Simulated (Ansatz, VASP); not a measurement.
# Two plane-wave programs on ZnSe

Contents of POSCAR:

```
ZnSe
1.0
    0.0000000000      2.8879765216      2.8879765216
    2.8879765216      0.0000000000      2.8879765216
    2.8879765216      2.8879765216      0.0000000000
Zn Se
1 1
Direct
    0.0000000000      0.0000000000      0.0000000000
    0.2500000000      0.2500000000      0.2500000000
```

File INCAR.step1:

```
SYSTEM = ZnSe
PREC = Accurate
ENCUT = 520
ISMEAR = 0
SIGMA = 0.01
LREAL = .FALSE.
LASPH = .TRUE.
NELM = 100
NBANDS = 16
GGA = PE
ALGO = Normal
EDIFF = 1E-4
LWAVE = .TRUE.
LCHARG = .FALSE.
```

The input INCAR.step2:

```
SYSTEM = ZnSe
PREC = Accurate
ENCUT = 520
EDIFF = 1E-7
ISMEAR = 0
SIGMA = 0.01
LREAL = .FALSE.
LASPH = .TRUE.
NELM = 100
ALGO = Normal
ISIF = 2
LWAVE = .FALSE.
LCHARG = .TRUE.
METAGGA = R2SCAN
LMIXTAU = .TRUE.
LELF = .TRUE.
LVHAR = .TRUE.
NBANDS = 16
ISTART = 1
```

The input KPOINTS:

```
Automatic mesh
0
G
  6 6 6
  0 0 0
```

Input for Ansatz:

```yaml
crystal:
  lattice:
    - [0.0, 2.8879765216, 2.8879765216]
    - [2.8879765216, 0.0, 2.8879765216]
    - [2.8879765216, 2.8879765216, 0.0]
  atoms:
    - { symbol: Zn, position: [0.0, 0.0, 0.0] }
    - { symbol: Se, position: [0.25, 0.25, 0.25] }
kpoints:
  mp_grid: { grid: [6, 6, 6] }
hamiltonian:
  xc: r2scan
scf:
  occupations: { method: fixed }
  n_extra_bands: 4
output:
  forces: true
  stress: true
  eigenvalues: true
```

Alike in both runs: task single point; functional r2SCAN; k mesh 6 × 6 × 6; no spin polarisation.

|  | VASP | Ansatz |
| --- | --- | --- |
| version | VASP 6.6.1 | Ansatz 0.2.0 |
| potentials or method | VASP PAW PBE potentials, release 64 (Zn, Se) | plane waves, PAW |
| plane-wave cutoff (eV) | 520 | 500 |
| occupations | gaussian, width 0.01 eV | fixed |
| valence electrons in the cell | 18 | 28 |

Ansatz gave:

| Property | Result |
| --- | --- |
| gap on the k mesh at the Fermi level (eV) | 1.62 |
| pressure (GPa) | -3.3 |

Problem. What did VASP give for the same quantities?

Solution. gap on the k mesh at the Fermi level (eV): 1.62; pressure (GPa): -3.2.

VASP's potentials were made for PBE, not for r2SCAN. VASP's potentials hold 18 valence electrons a cell and Ansatz's 28, so a difference there can come from the potentials and not from the codes.
